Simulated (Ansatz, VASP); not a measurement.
## Two plane-wave programs on Ag

```
CELL_PARAMETERS angstrom
0.00000 2.05242 2.05242
2.05242 0.00000 2.05242
2.05242 2.05242 0.00000
ATOMIC_POSITIONS crystal
Ag 0.00000 0.00000 0.00000
```

Alike in both runs: functional r2SCAN; k mesh 18 × 18 × 18; occupations fermi-dirac, width 0.1 eV; no spin polarisation.

Ansatz relaxed the structure, and its values are those at the end. VASP's run is a single point on that final structure, the one shown.

```csv
,VASP,Ansatz
version,VASP 6.6.1,Ansatz 0.2.0
potentials or method,"VASP PAW PBE potentials, release 64 (Ag)","PAW with Ansatz's default frozen-core files, scalar-relativistic"
plane-wave cutoff (eV),520,500
valence electrons in the cell,11,19
```

|  | VASP | Ansatz | Ansatz less VASP |
| --- | --- | --- | --- |
| pressure (GPa) | 0.1 | 0.0 | -0.13 |

VASP's potentials were made for PBE, not for r2SCAN. With one functional, cell and mesh, what is left measures potentials, basis and numerics. VASP's potentials hold 11 valence electrons a cell and Ansatz's 19, so a difference there can come from the potentials and not from the codes.
